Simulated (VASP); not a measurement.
Set up this calculation in VASP 6.6.1, as the native input.

* Task: single point
* Functional: PBE
* Potentials or basis: VASP PAW PBE potentials, release 64 (Zn, S)
* Cutoff: 520 eV
* k mesh: 6 × 6 × 4
* Occupations: gaussian, width 0.01 eV
* Spin: no spin polarisation
* Dipole correction: no
* Further INCAR settings: ALGO = Normal; EDIFF = 1e-06; NBANDS = 26

The structure of ZnS lies in POSCAR:

```
ZnS
1.0
    3.9204255955      0.0000000000      0.0000000000
   -1.9602127977      3.3951881593      0.0000000000
    0.0000000000      0.0000000000      6.4290534228
Zn S
2 2
Direct
    0.3333333333      0.6666666667      0.0002443153
    0.6666666667      0.3333333333      0.5002443153
    0.3333333333      0.6666666667      0.3747556847
    0.6666666667      0.3333333333      0.8747556847
```

The input as run:

INCAR

```
SYSTEM = ZnS
PREC = Accurate ; ENCUT = 520
EDIFF = 1E-6 ; ISMEAR = 0
SIGMA = 0.01 ; LREAL = .False.
LASPH = .True. ; NELM = 80
ALGO = Normal ; ISIF = 2
LWAVE = .False. ; LCHARG = .True.
GGA = PE ; LELF = .True.
LVHAR = .True. ; NBANDS = 26
```

KPOINTS

```
Automatic mesh
0
Gamma
  6 6 4
  0 0 0
```

Potentials or basis: VASP PAW PBE potentials, release 64 (Zn, S).

Run with:

```sh
$ cat potpaw_PBE.64/Zn/POTCAR potpaw_PBE.64/S/POTCAR > POTCAR
$ mpirun -np 1 vasp_std > vasp.out
```

Results of the run:

The pressure is -3.4 GPa, the largest force is 0.009 eV/Å and the band gap on the k mesh is 1.82 eV.

Caveat: the cell stands under tension.

It took 84 s on 1 thread of Intel Xeon 8259CL, on a shared host, peak memory 0.21 GiB.
